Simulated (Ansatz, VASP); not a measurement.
Si3Ge in VASP and in Ansatz

```
CELL_PARAMETERS angstrom
1.94265 1.12159 6.34097
-1.94265 1.12159 6.34097
0.00000 -2.24318 6.34097
ATOMIC_POSITIONS crystal
Si 0.00134 0.00134 0.00134
Si 0.49871 0.49871 0.49871
Si 0.37501 0.37501 0.37501
Ge 0.87495 0.87495 0.87495
```

Alike in both runs: task single point; functional r2SCAN; k mesh 8 × 8 × 8; no spin polarisation.

```csv
,VASP,Ansatz
version,VASP 6.6.1,Ansatz 0.2.0
potentials or method,"VASP PAW PBE potentials, release 64 (Si, Ge_d)","plane waves, PAW"
plane-wave cutoff (eV),520,500
occupations,"gaussian, width 0.01 eV",fixed
valence electrons in the cell,26,26
```

Ansatz gave:

| Item | Value |
| --- | --- |
| gap on the k mesh at the Fermi level (eV) | 0.77 |
| pressure (GPa) | 0.0 |
| rms of the force components (eV/Å) | 0.000 |

Task: Estimate VASP's values.

Result: gap on the k mesh at the Fermi level (eV): 0.77; pressure (GPa): -0.1; rms of the force components (eV/Å): 0.007.

VASP's potentials were made for PBE, not for r2SCAN. Atom by atom the forces differ by 0.007 eV/Å (rms over components).
